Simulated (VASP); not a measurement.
# IrS (F-43m) in VASP: further runs

IrS is run at these levels: PBE; tasks: single point.

All numbers are computed with VASP 6.6.1; they aren't measurements. Logs are shortened: lines on timing, memory, paths and dates and some standing lists are left out, and cuts for length are marked.

## 1. The cell of the first run

The structure is cubic, space group F-43m (No. 216). Conventional cell: a = 5.202 Å, b = 5.202 Å, c = 5.202 Å, α = 90.00°, β = 90.00°, γ = 90.00°. Ir (site symmetry -43m) has 4 S at 2.25 Å within 3.0 Å. Within 3.0 Å of S (site symmetry -43m) lie 4 Ir at 2.25 Å.

## 2. Single point, PBE (17.59 Å³/atom)

Contents of INCAR:

```
PREC = Accurate
ENCUT = 520
EDIFF = 1E-7
ISMEAR = 0
SIGMA = 0.05
LREAL = F
LASPH = T
NELM = 60
ALGO = Normal
ISIF = 2
LWAVE = F
LCHARG = F
GGA = PE
NBANDS = 14
```

Contents of KPOINTS:

```
regular mesh
0
Gamma
  10 10 10
```

Contents of POSCAR:

```
IrS
1.0
    0.0000000000      2.6008604710      2.6008604710
    2.6008604710      0.0000000000      2.6008604710
    2.6008604710      2.6008604710      0.0000000000
Ir S
1 1
Direct
    0.0000000000      0.0000000000      0.0000000000
    0.2500000000      0.2500000000      0.2500000000
```

Potentials or basis: VASP PAW PBE potentials, release 64 (Ir, S).

Launch:

```console
> cat potpaw_PBE.64/Ir/POTCAR potpaw_PBE.64/S/POTCAR > POTCAR
> mpirun -np 1 vasp_std > vasp.out
```

OUTCAR:

```text
PREC = Accurate
   ENCUT = 520
   EDIFF = 1E-7
   ISMEAR = 0
   LREAL = F
   LASPH = T
   NELM = 60
   ISIF = 2
   GGA = PE

 ion  position               nearest neighbor table
   1  0.000  0.000  0.000-   2 2.25   2 2.25   2 2.25   2 2.25
   2  0.250  0.250  0.250-   1 2.25   1 2.25   1 2.25   1 2.25

  LATTYP: Found a face centered cubic cell.
 ALAT       =     5.2017209420

  Lattice vectors:

 A1 = (   0.0000000000,   2.6008604710,   2.6008604710)
 A2 = (   2.6008604710,   0.0000000000,   2.6008604710)
 A3 = (   2.6008604710,   2.6008604710,   0.0000000000)

Analysis of symmetry for initial positions (statically):
=====================================================================
 Subroutine PRICEL returns:
 Original cell was already a primitive cell.

 Routine SETGRP: Setting up the symmetry group for a
 face centered cubic supercell.

 Subroutine GETGRP returns: Found 24 space group operations
 (whereof 24 operations were pure point group operations)
 out of a pool of 48 trial point group operations.

The static configuration has the point symmetry T_d .

Analysis of symmetry for dynamics (positions and initial velocities):
=====================================================================
 Subroutine PRICEL returns:
 Original cell was already a primitive cell.

 Routine SETGRP: Setting up the symmetry group for a
 face centered cubic supercell.

 Subroutine GETGRP returns: Found 24 space group operations
 (whereof 24 operations were pure point group operations)
 out of a pool of 48 trial point group operations.

The dynamic configuration has the point symmetry T_d .

 Subroutine INISYM returns: Found 24 space group operations
 (whereof 24 operations are pure point group operations),
 and found     1 'primitive' translations

----------------------------------------------------------------------------------------

                                     Primitive cell

  volume of cell :      35.1869

  direct lattice vectors                    reciprocal lattice vectors
     0.000000000  2.600860471  2.600860471    -0.192244069  0.192244069  0.192244069
     2.600860471  0.000000000  2.600860471     0.192244069 -0.192244069  0.192244069
     2.600860471  2.600860471  0.000000000     0.192244069  0.192244069 -0.192244069

  length of vectors
     3.678172152  3.678172152  3.678172152     0.332976495  0.332976495  0.332976495

  position of ions in fractional coordinates (direct lattice)
     0.000000000  0.000000000  0.000000000
     0.250000000  0.250000000  0.250000000

  ion indices of the primitive-cell ions
   primitive index   ion index
                 1           1
                 2           2

----------------------------------------------------------------------------------------

 KPOINTS: regular mesh

Automatic generation of k-mesh.
 Grid dimensions read from file:
 generate k-points for:   10   10   10

 Generating k-lattice:

  Cartesian coordinates                     Fractional coordinates (reciprocal lattice)
    -0.019224407  0.019224407  0.019224407     0.100000000  0.000000000  0.000000000
     0.019224407 -0.019224407  0.019224407     0.000000000  0.100000000  0.000000000
     0.019224407  0.019224407 -0.019224407     0.000000000  0.000000000  0.100000000

  Length of vectors
     0.033297650  0.033297650  0.033297650

  Shift w.r.t. Gamma in fractional coordinates (k-lattice)
     0.000000000  0.000000000  0.000000000

 Subroutine IBZKPT returns following result:
 ===========================================

 Found     47 irreducible k-points:

 Following reciprocal coordinates:
            Coordinates               Weight
  0.000000  0.000000  0.000000      1.000000
  0.100000  0.000000  0.000000      8.000000
  0.200000  0.000000  0.000000      8.000000
  0.300000  0.000000  0.000000      8.000000
  0.400000  0.000000  0.000000      8.000000
  0.500000  0.000000  0.000000      4.000000
[... 16 lines left out ...]
  0.300000  0.300000  0.000000      6.000000
  0.400000  0.300000  0.000000     24.000000
 [... further k-points ...]
   k-points           NKPTS =     47   k-points in BZ     NKDIM =     47   number of bands    NBANDS=     14
   number of dos      NEDOS =    301   number of ions     NIONS =      2
   total plane-waves  NPLWV =  21952
   dimension x,y,z NGX =    28 NGY =   28 NGZ =   28
   dimension x,y,z NGXF=    56 NGYF=   56 NGZF=   56
   ions per type =               1   1
   NGX,Y,Z   is equivalent  to a cutoff of  12.66, 12.66, 12.66 a.u.
   NGXF,Y,Z  is equivalent  to a cutoff of  25.31, 25.31, 25.31 a.u.
 SYSTEM =  unknown system
   PREC   = accura    normal or accurate (medium, high low for compatibility)
   ISTART =      0    job   : 0-new  1-cont  2-samecut
   ICHARG =      2    charge: 1-file 2-atom 10-const
   ISPIN  =      1    spin polarized calculation?
   LNONCOLLINEAR =      F non collinear calculations
   LSORBIT =      F    spin-orbit coupling
   LASPH  =      T    aspherical Exc in radial PAW
   ENCUT  =  520.0 eV  38.22 Ry    6.18 a.u.   6.84  6.84  6.84*2*pi/ulx,y,z
   NELM   =     60;   NELMIN=  2; NELMDL= -5     # of ELM steps
   EDIFF  = 0.1E-06   stopping-criterion for ELM
   LREAL  =      F    real-space projection
   EDIFFG = 0.1E-05   stopping-criterion for IOM
   NSW    =      0    number of steps for IOM
   IBRION =     -1    ionic relax: 0-MD 1-quasi-New 2-CG
   NFREE  =      0    steps in history (QN), initial steepest desc. (CG)
   ISIF   =      2    stress and relaxation
   ISYM   =      2    0-nonsym 1-usesym 2-fastsym
   POTIM  = 0.5000    time-step for ionic-motion
   TEBEG  =    0.0;   TEEND  =   0.0 temperature during run
   PSTRESS=    0.0 pullay stress
   NELECT =      15.0000    total number of electrons
   NUPDOWN=      -1.0000    fix difference up-down
   EMIN   =  10.00;   EMAX   =-10.00  energy-range for DOS
   EFERMI =   0.00;   METHOD = LEGACY
   ISMEAR =     0;   SIGMA  =   0.05  broadening in eV -4-tet -1-fermi 0-gaus
   EFERMI_NEDOS =   21; number of points for ismear=-14 and -15
   IALGO  =     38    algorithm
   IMIX   =      4    mixing-type and parameters
     AMIX     =   0.40;   BMIX     =  1.00
     AMIX_MAG =   1.60;   BMIX_MAG =  1.00
  volume/ion in A,a.u.               =      17.59       118.73
  Fermi-wavevector in a.u.,A,eV,Ry     =   1.232097  2.328326 20.654498  1.518063
  Thomas-Fermi vector in A             =   2.366880
   LORBIT       =      0    0 simple, 1 ext, 2 COOP (PROOUT), +10 PAW based schemes
   GGA     = PE    functional components
   LHFCALC =     F    Hartree Fock is set to
   AEXX    =    0.0000 exact exchange contribution
   IVDW    =     0    specifies the selected vdW correction
   LEPSILON=     F    determine dielectric tensor
   LRPA    =     F    only Hartree local field effects (RPA)
 non-spin polarized calculation
 Gauss-broadening in eV      SIGMA  =   0.05
  energy-cutoff  :      520.00
  volume of cell :       35.19
 maximum number of plane-waves:       962
   NGX = 13   NGY = 13   NGZ = 13

 number of electron      14.9999999 magnetization

 Free energy of the ion-electron system (eV)
  ---------------------------------------------------
  ext. energy  EPLUGINS =         0.00000000
  ---------------------------------------------------
  free energy    TOTEN  =       -12.72116122 eV

  energy without entropy =      -12.71924686  energy(sigma->0) =      -12.72020404

 E-fermi :   7.5486     XC(G=0): -11.2309

 val. band max:        7.5432680720   @ k =  -0.4000   0.4000   0.1000
 cond. band min:       7.6198579941   @ k =   0.4000   0.3000   0.1000
 fundamental gap:      0.0765899221
 Fermi energy:         7.5485733269

 k-point     1 :       0.0000    0.0000    0.0000
  band No.  band energies     occupation
      1      -8.8710      2.00000
      2       0.3285      2.00000
      3       0.3285      2.00000
      4       0.3285      2.00000
      5       4.4266      2.00000
      6       4.4266      2.00000
      7       8.5026      0.00000
      8      10.6669      0.00000
      9      10.6669      0.00000
     10      10.6669      0.00000
     11      14.5688      0.00000
     12      14.5688      0.00000
     13      14.5688      0.00000
     14      20.8090      0.00000

 k-point     2 :       0.1000    0.0000    0.0000
  band No.  band energies     occupation
      1      -8.7794      2.00000
      2       0.2216      2.00000
      3       0.3839      2.00000
      4       0.3839      2.00000
      5       4.3961      2.00000
      6       4.3961      2.00000
      7       8.7616      0.00000
      8      10.2270      0.00000
      9      10.5455      0.00000
     10      10.5455      0.00000
     11      14.1753      0.00000
     12      14.7032      0.00000
     13      14.7032      0.00000
     14      20.7779      0.00000

 k-point     3 :       0.2000    0.0000    0.0000
  band No.  band energies     occupation
      1      -8.5326      2.00000
      2       0.0029      2.00000
      3       0.5221      2.00000
      4       0.5221      2.00000
      5       4.3664      2.00000
      6       4.3664      2.00000
      7       8.3854      0.00000
      8      10.0739      0.00000
      9      10.1209      0.00000
     10      10.1209      0.00000
     11      13.6993      0.00000
     12      15.1036      0.00000
     13      15.1036      0.00000
     14      20.2349      0.00000
[... 324 lines left out ...]
 k-point    23 :       0.3000    0.3000    0.0000
  band No.  band energies     occupation
      1      -7.9874      2.00000
      2      -0.6025      2.00000
      3       1.1406      2.00000
      4       1.1406      2.00000
      5       3.5750      2.00000
      6       5.0099      2.00000
      7       7.7583      0.00000
      8       7.7701      0.00000
      9       7.7701      0.00000
     10      11.7717      0.00000
     11      13.3917      0.00000
     12      17.1628      0.00000
     13      17.1628      0.00000
     14      17.7861      0.00000

 k-point    24 :       0.4000    0.3000    0.0000
  band No.  band energies     occupation
      1      -7.7709      2.00000
      2      -0.6441      2.00000
      3       1.2924      2.00000
      4       1.3471      2.00000
      5       3.6617      2.00000
      6       5.1144      2.00000
      7       6.1518      2.00000
      8       7.2567      2.00000
      9       7.7081      0.00001
     10      12.5863      0.00000
     11      13.6915      0.00000
     12      16.7819      0.00000
     13      17.4904      0.00000
     14      18.8938      0.00000

 [... further k-points ...]

------------------------ aborting loop because EDIFF is reached ----------------------------------------

  FORCE on cell =-STRESS in cart. coord.  units (eV):
  Direction    XX          YY          ZZ          XY          YZ          ZX
  --------------------------------------------------------------------------------------
  -------------------------------------------------------------------------------------
  Total        1.6647980      1.6647980      1.6647980      0.0000000      0.0000000      0.0000000
  in kB       75.8038004     75.8038004     75.8038004      0.0000000      0.0000000      0.0000000
  external PRESSURE =      75.8038004 kB  Pullay stress =       0.0000000 kB

 VOLUME and BASIS-vectors are now :
 -----------------------------------------------------------------------------
  energy-cutoff  :      520.00
  volume of cell :       35.19
      direct lattice vectors                 reciprocal lattice vectors
     0.000000000  2.600860471  2.600860471    -0.192244069  0.192244069  0.192244069
     2.600860471  0.000000000  2.600860471     0.192244069 -0.192244069  0.192244069
     2.600860471  2.600860471  0.000000000     0.192244069  0.192244069 -0.192244069

 POSITION                                       TOTAL-FORCE (eV/Angst)
 -----------------------------------------------------------------------------------
      0.00000      0.00000      0.00000        -0.000000     -0.000000     -0.000000
      1.30043      1.30043      1.30043         0.000000      0.000000      0.000000
 -----------------------------------------------------------------------------------
    total drift:                               -0.000000     -0.000000     -0.000000

  FREE ENERGIE OF THE ION-ELECTRON SYSTEM (eV)
  ---------------------------------------------------
  free  energy   TOTEN  =       -12.7211612206 eV

  energy  without entropy=      -12.7192468584  energy(sigma->0) =      -12.72020404
```

Run time: 45 s. Hardware: 1 thread of Intel Xeon 8259CL, shared host; peak memory 0.17 GiB.

What came out:

| Quantity | Value |
| --- | --- |
| Free energy | -12.7212 eV |
| Pressure | 7.6 GPa |
| Band gap on the k mesh | zero (an odd number of electrons rules out a gap without spin polarisation) |

Levels at points of the mesh, in eV from the Fermi level:
```
           k point  band 3  band 4  band 5  band 6  band 7  band 8  band 9  band 10  band 11  band 12
(0.00, 0.00, 0.00)   -7.22   -7.22   -3.12   -3.12    0.95    3.12    3.12     3.12     7.02     7.02
(0.50, 0.00, 0.00)   -6.74   -6.74   -2.74   -2.74   -2.48    0.81    0.81     3.24     8.55     8.61
(0.50, 0.50, 0.00)   -5.71   -5.71   -3.59   -2.54   -2.19   -1.31   -1.31     5.90     6.49    10.28
```

Caveat: the cell stands under pressure; spin-orbit coupling is left out, which moves the levels of the heavy elements.

## 3. Single point, PBE (17.32 Å³/atom)

This run uses another cell than the first one, of 17.32 Å³/atom.

Contents of INCAR:

```
SYSTEM = IrS
  ALGO = Normal
  EDIFF = 1E-6
  ENCUT = 520
  GGA = PE
  ISIF = 2
  ISMEAR = 0
  LASPH = .True.
  LCHARG = .False.
  LREAL = .False.
  LWAVE = .False.
  NBANDS = 14
  NELM = 80
  PREC = Accurate
  SIGMA = 0.05
```

Contents of KPOINTS:

```
k-points
0
Gamma
  10 10 10
  0 0 0
```

Contents of POSCAR:

```
IrS
1.0
    0.0000000000      2.5872431510      2.5872431510
    2.5872431510      0.0000000000      2.5872431510
    2.5872431510      2.5872431510      0.0000000000
Ir S
1 1
Direct
    0.0000000000      0.0000000000      0.0000000000
    0.2500000000      0.2500000000      0.2500000000
```

Potentials or basis: VASP PAW PBE potentials, release 64 (Ir, S).

Launch:

```console
> cat potpaw_PBE.64/Ir/POTCAR potpaw_PBE.64/S/POTCAR > POTCAR
> mpirun -np 1 vasp_std > vasp.out
```

OUTCAR:

```text
SYSTEM = IrS
   EDIFF = 1E-6
   ENCUT = 520
   GGA = PE
   ISIF = 2
   ISMEAR = 0
   LASPH = .True.
   LREAL = .False.
   NELM = 80
   PREC = Accurate

 ion  position               nearest neighbor table
   1  0.000  0.000  0.000-   2 2.24   2 2.24   2 2.24   2 2.24
   2  0.250  0.250  0.250-   1 2.24   1 2.24   1 2.24   1 2.24

  LATTYP: Found a face centered cubic cell.
 ALAT       =     5.1744863020

  Lattice vectors:

 A1 = (   0.0000000000,   2.5872431510,   2.5872431510)
 A2 = (   2.5872431510,   0.0000000000,   2.5872431510)
 A3 = (   2.5872431510,   2.5872431510,   0.0000000000)

Analysis of symmetry for initial positions (statically):
=====================================================================
 Subroutine PRICEL returns:
 Original cell was already a primitive cell.

 Routine SETGRP: Setting up the symmetry group for a
 face centered cubic supercell.

 Subroutine GETGRP returns: Found 24 space group operations
 (whereof 24 operations were pure point group operations)
 out of a pool of 48 trial point group operations.

The static configuration has the point symmetry T_d .

Analysis of symmetry for dynamics (positions and initial velocities):
[... 176 lines left out ...]
      9      10.9472      0.00000
     10      10.9472      0.00000
     11      14.8204      0.00000
     12      14.8204      0.00000
     13      14.8204      0.00000
     14      21.0886      0.00000
[... 377 lines left out ...]
      1      -7.6469      2.00000
      2      -0.5577      2.00000
      3       1.4148      2.00000
      4       1.4705      2.00000
      5       3.7796      2.00000
      6       5.2756      2.00000
      7       6.3381      2.00000
      8       7.4635      2.00000
      9       7.9371      0.00000
     10      12.8584      0.00000
     11      13.9809      0.00000
     12      17.0632      0.00000
     13      17.7453      0.00000
     14      19.1924      0.00000

 [... further k-points ...]

------------------------ aborting loop because EDIFF is reached ----------------------------------------

  FORCE on cell =-STRESS in cart. coord.  units (eV):
  Direction    XX          YY          ZZ          XY          YZ          ZX
  --------------------------------------------------------------------------------------
  -------------------------------------------------------------------------------------
  Total        2.3151418      2.3151418      2.3151418      0.0000000      0.0000000      0.0000000
  in kB      107.0893898    107.0893898    107.0893898      0.0000000      0.0000000      0.0000000
  external PRESSURE =     107.0893898 kB  Pullay stress =       0.0000000 kB

 VOLUME and BASIS-vectors are now :
 -----------------------------------------------------------------------------
  energy-cutoff  :      520.00
  volume of cell :       34.64
      direct lattice vectors                 reciprocal lattice vectors
     0.000000000  2.587243151  2.587243151    -0.193255899  0.193255899  0.193255899
     2.587243151  0.000000000  2.587243151     0.193255899 -0.193255899  0.193255899
     2.587243151  2.587243151  0.000000000     0.193255899  0.193255899 -0.193255899

 POSITION                                       TOTAL-FORCE (eV/Angst)
 -----------------------------------------------------------------------------------
      0.00000      0.00000      0.00000        -0.000000     -0.000000     -0.000000
      1.29362      1.29362      1.29362         0.000000      0.000000      0.000000
 -----------------------------------------------------------------------------------
    total drift:                               -0.000000     -0.000000     -0.000000

  FREE ENERGIE OF THE ION-ELECTRON SYSTEM (eV)
  ---------------------------------------------------
  free  energy   TOTEN  =       -12.6896689856 eV

  energy  without entropy=      -12.6877110718  energy(sigma->0) =      -12.68869003
```

stdout:

```text
POSCAR found type information on POSCAR IrS
 POSCAR found :  2 types and       2 ions
 scaLAPACK will be used
 LDA part: xc-table for (Slater+PW92), standard interpolation
 POSCAR, INCAR and KPOINTS ok, starting setup
 FFT: planning ... GRIDC
 FFT: planning ... GRID_SOFT
 FFT: planning ... GRID
 WAVECAR not read
 entering main loop
```

It took 35 s on 1 thread of Intel Xeon 8259CL, shared host; peak memory 0.17 GiB.

Results:

* Free energy: -12.6897 eV
* Pressure: 10.7 GPa
* Band gap on the k mesh: zero (an odd number of electrons rules out a gap without spin polarisation)

Levels at points of the mesh, in eV from the Fermi level:
```csv
k point,band 4,band 5,band 6,band 7,band 8,band 9,band 10,band 11
"(0.00, 0.00, 0.00)",-7.35,-3.20,-3.20,0.98,3.18,3.18,3.18,7.05
"(0.50, 0.00, 0.00)",-6.86,-2.81,-2.81,-2.54,0.82,0.82,3.26,8.63
"(0.50, 0.50, 0.00)",-5.79,-3.70,-2.59,-2.24,-1.36,-1.36,5.99,6.56
```

Caveat: the cell stands under pressure; spin-orbit coupling is left out, which moves the levels of the heavy elements.
